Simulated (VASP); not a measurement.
Si2Ni, 6 atoms in the cell. The structure is tetragonal, space group I4/mmm (No. 139). The conventional cell has a = 3.584 Å, b = 3.584 Å, c = 5.585 Å, α = 90.00°, β = 90.00°, γ = 90.00°. Within 3.0 Å of Si (site symmetry -4m2) lie 4 Ni at 2.27 Å and 6 Si at 2.53 to 2.79 Å. Within 3.0 Å of Ni (site symmetry 4/mmm) lie 8 Si at 2.27 Å.  This cell differs from its parent crystal: biaxial strain in the a-b plane: -6.0 %.

```yaml
Program: VASP 6.6.1
Task: single point
Functional: PBEsol
Potentials_or_basis: VASP PAW PBE potentials, release 64 (Si, Ni)
Cutoff: 520 eV
k_mesh: 10 × 10 × 8
Occupations: gaussian, width 0.1 eV
Spin: no spin polarisation
Dipole_correction: no
Further_INCAR_settings: ALGO = Normal; EDIFF = 1e-07; NBANDS = 27
```

Potentials or basis: VASP PAW PBE potentials, release 64 (Si, Ni).

Launch:

```bash
$ cat potpaw_PBE.64/Si/POTCAR potpaw_PBE.64/Ni/POTCAR > POTCAR
$ mpirun -np 1 vasp_std > vasp.out
```

Hardware: 1 thread of Intel(R) Xeon(R) Platinum 8259CL CPU @ 2.50GHz (Skylake/Cascade Lake), with other jobs on the host.

How long does it take, and how much memory?

Wall time 2.6 min on 1 thread of Intel(R) Xeon(R) Platinum 8259CL CPU @ 2.50GHz (Skylake/Cascade Lake), with other jobs on the host, peak memory 0.29 GiB. Counts: scf iterations 16, k points 105.
